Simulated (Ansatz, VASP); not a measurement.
Two plane-wave programs on Ru

```xyz
2
Lattice="2.7058 0.0000 0.0000 -1.3529 2.3433 0.0000 0.0000 0.0000 4.2819" Properties=species:S:1:pos:R:3 pbc="T T T"
Ru    0.0000    1.3622    0.8705
Ru    1.3529    0.7811    3.2114
```

Alike in both runs: task single point; functional PBEsol; k mesh 24 × 24 × 12; occupations gaussian, width 0.15 eV; no spin polarisation.

|  | VASP | Ansatz |
| --- | --- | --- |
| version | VASP 6.6.1 | Ansatz 0.2.0 |
| potentials or method | VASP PAW PBE potentials, release 64 (Ru_pv), cutoff 520 eV | scalar-relativistic, plane waves, PAW |
| valence electrons in the cell | 28 | 32 |

VASP gave:

```
gap on the k mesh at the Fermi level (eV)                     : none
pressure (GPa)                                                : 3.2
traceless stress, the component that is largest in VASP (GPa) : -9.13
rms of the force components (eV/Å)                            : 1.774
```

**Question.** Estimate Ansatz's values.

**Answer.** gap on the k mesh at the Fermi level (eV): none; pressure (GPa): 3.0; traceless stress, the component that is largest in VASP (GPa): -8.96; rms of the force components (eV/Å): 1.747.

VASP's potentials were made for PBE, not for PBEsol. Atom by atom the forces differ by 0.029 eV/Å (rms over components). A gap of «none» marks a metal or a gap that the smearing closes. VASP's potentials hold 28 valence electrons a cell and Ansatz's 32, so a difference there can come from the potentials and not from the codes.
